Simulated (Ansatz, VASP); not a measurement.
**PbS in VASP and in Ansatz**

File INCAR:

```
PREC = Accurate
ENCUT = 520
EDIFF = 1E-8
ISMEAR = -1
SIGMA = 0.01
LREAL = False
LASPH = True
NELM = 100
ALGO = Normal
ISIF = 2
LWAVE = False
LCHARG = False
GGA = CA
LEFG = True
NBANDS = 17
```

KPOINTS

```
regular mesh
0
Gamma
  7 7 7
```

Contents of POSCAR:

```
PbS
1.0
   -0.0593000000      2.9353500000      2.9353500000
    2.9353500000     -0.0593000000      2.9353500000
    2.9353500000      2.9353500000     -0.0593000000
Pb S
1 1
Direct
    0.0000000000      0.0000000000      0.0000000000
    0.5000000000      0.5000000000      0.5000000000
```

Input for Ansatz:

```yaml
crystal:
  lattice:
    - [-0.0593, 2.93535, 2.93535]
    - [2.93535, -0.0593, 2.93535]
    - [2.93535, 2.93535, -0.0593]
  atoms:
    - { symbol: Pb, position: [0.0, 0.0, 0.0] }
    - { symbol: S, position: [0.5, 0.5, 0.5] }
kpoints:
  mp_grid: { grid: [7, 7, 7] }
scf:
  occupations: { method: fermi_dirac, width: 0.01 }
hamiltonian:
  xc: lda
  pseudopotentials: { kind: paw }
output:
  forces: true
  stress: true
  eigenvalues: true
  efg: { contact_densities: true }
  write_density: true
  write_potential: true
  elf: true
  volumetric_format: npy
```

Change from the starting cell: equal xy, yz and zx shear strains of -2 %, PAW files.

Alike in both runs: task electric field gradients; functional LDA; k mesh 7 × 7 × 7; occupations fermi-dirac, width 0.01 eV; no spin polarisation.

```csv
,VASP,Ansatz
version,VASP 6.6.1,Ansatz 0.2.0
potentials or method,"VASP PAW LDA potentials, release 64 (Pb_d, S)","PAW with Ansatz's default frozen-core files, scalar-relativistic"
plane-wave cutoff (eV),520,420
valence electrons in the cell,20,20
```

|  | VASP | Ansatz | Ansatz less VASP |
| --- | --- | --- | --- |
| gap on the k mesh at the Fermi level (eV) | 0.69 | 0.70 | +0.007 |
| pressure (GPa) | -2.6 | -2.6 | -0.05 |
| traceless stress, the component that is largest in VASP (GPa) | 0.40 | 0.41 | +0.003 |
| size of Vzz on the site where it differs most (V/Å²) | 4.5 | 8.1 | +3.60 |

LDA's correlation is that of Perdew and Zunger in VASP and of Perdew and Wang (1992) in Ansatz.

Spin-orbit coupling is off throughout.
